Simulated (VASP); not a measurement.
**Ti: relaxation of cell and atoms with LDA**

Crystal: Ti.

```
CELL_PARAMETERS angstrom
2.24200 0.00000 0.00000
-1.12100 1.94163 0.00000
0.00000 0.00000 2.19899
ATOMIC_POSITIONS crystal
Ti 0.00000 0.00000 0.00000
```

```
Program                : VASP 6.6.1
Task                   : relaxation of cell and atoms
Functional             : LDA
Potentials or basis    : VASP PAW LDA potentials, release 64 (Ti_sv)
Cutoff                 : 600 eV
k mesh                 : 19 × 19 × 18
Occupations            : fermi-dirac, width 0.1 eV
Spin                   : no spin polarisation
Target pressure        : 140 GPa
Dipole correction      : no
Further INCAR settings : ALGO = Normal; EDIFF = 1e-06; IBRION = 2; EDIFFG = -0.005; NSW = 32; ISIF = 3
```

```json
{
  "Relaxed volume": "9.61 Å³/atom",
  "Relaxed cell": "a = 2.247 Å, b = 2.247 Å, c = 2.198 Å, α = 90.00°, β = 90.00°, γ = 120.00°",
  "Space group after relaxing (to 0.05 Å)": "P6/mmm (No. 191)",
  "Energy change on relaxing (the enthalpy is what falls)": "-31.5 meV/atom",
  "Ionic steps": "7",
  "Pressure after relaxing": "140.0 GPa",
  "Band gap on the k mesh": "zero (band 6 reaches 17.42 eV, above the bottom of band 7 at 14.61 eV)"
}
```

Step by step:
| step | energy change (eV) | largest force (eV/Å) | pressure (GPa) | volume (Å³) |
| --- | --- | --- | --- | --- |
| 1 | 0.0000 | 0.0000 | 141.99 | 9.57 |
| 2 | -0.1419 | 0.0000 | 133.24 | 9.74 |
| 3 | -0.0341 | 0.0000 | 139.83 | 9.61 |
| 4 | -0.0333 | 0.0000 | 139.89 | 9.61 |
| 5 | -0.0308 | 0.0000 | 139.88 | 9.61 |
| 6 | -0.0312 | 0.0000 | 140.08 | 9.61 |
| 7 | -0.0315 | 0.0000 | 140.04 | 9.61 |

Final structure:
```cif
data_structure
_symmetry_space_group_name_H-M 'P 1'
_symmetry_Int_Tables_number 1
_cell_length_a 2.2466
_cell_length_b 2.2466
_cell_length_c 2.1981
_cell_angle_alpha 90.000
_cell_angle_beta 90.000
_cell_angle_gamma 120.000
_cell_volume 9.61
loop_
_atom_site_label
_atom_site_type_symbol
_atom_site_fract_x
_atom_site_fract_y
_atom_site_fract_z
_atom_site_occupancy
Ti1 Ti 0.00000 0.00000 0.00000 1
```

Levels at points of the mesh, in eV from the Fermi level:
```csv
k point,band 2,band 3,band 4,band 5,band 6,band 7,band 8,band 9,band 10
"(0.00, 0.00, 0.00)",-30.52,-29.99,-29.99,-5.90,-3.31,1.15,1.15,7.32,7.32
"(0.00, 0.00, 0.50)",-34.38,-29.66,-29.66,-1.56,1.73,2.12,2.12,3.97,3.97
```

It took 3.5 min on 1 thread of Intel Xeon 8259CL (shared host), peak memory 0.17 GiB.

Caveat: the cell is relaxed towards a set pressure, so the enthalpy falls and the energy may rise.
